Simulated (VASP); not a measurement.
A run of VASP 6.6.1 is set up as follows.

Contents of INCAR:

```
SYSTEM = CdS
PREC = Accurate
ENCUT = 600
EDIFF = 1E-6
ISMEAR = -1
SIGMA = 0.08
LREAL = .False.
LASPH = .True.
NELM = 80
ALGO = Normal
ISIF = 3
LWAVE = .False.
LCHARG = .False.
GGA = PE
IBRION = 2
NSW = 32
EDIFFG = -0.005
PSTRESS = 62.0
```

File KPOINTS:

```
Automatic mesh
0
Gamma
  12 12 12
  0 0 0
```

File POSCAR:

```
CdS
1.0
    0.0000000000      2.8724237528      2.8724237528
    2.8724237528      0.0000000000      2.8724237528
    2.8724237528      2.8724237528      0.0000000000
Cd S
1 1
Direct
    0.0000000000      0.0000000000      0.0000000000
    0.2500000000      0.2500000000      0.2500000000
```

Potentials or basis: VASP PAW PBE potentials, release 64 (Cd, S).

Run with:

```sh
$ cat potpaw_PBE.64/Cd/POTCAR potpaw_PBE.64/S/POTCAR > POTCAR
$ mpirun -np 1 vasp_std > vasp.out
```

Task: Predict the band gap on the k mesh.

Result: 1.24 eV.

Task: What does it give for the relaxed cell?

Result: a = 4.069 Å, b = 4.069 Å, c = 4.069 Å, α = 60.00°, β = 60.00°, γ = 60.00°.

Task: Predict the space group after relaxing (to 0.1 Å).

Result: F-43m (No. 216).

Task: Estimate the relaxed volume.

Result: 23.82 Å³/atom.

Step by step:
| step | energy change (eV) | largest force (eV/Å) | pressure (GPa) | volume (Å³) |
| --- | --- | --- | --- | --- |
| 1 | 0.0000 | 0.0000 | 6.59 | 47.40 |
| 2 | -0.0157 | 0.0000 | 5.91 | 47.80 |
| 3 | -0.0090 | 0.0000 | 6.24 | 47.63 |
| 4 | -0.0098 | 0.0000 | 6.17 | 47.65 |
| 5 | -0.0094 | 0.0000 | 6.19 | 47.64 |

Caveat: the cell is relaxed towards a set pressure, so the run minimises the enthalpy, not the energy. A k mesh can miss the band edges.
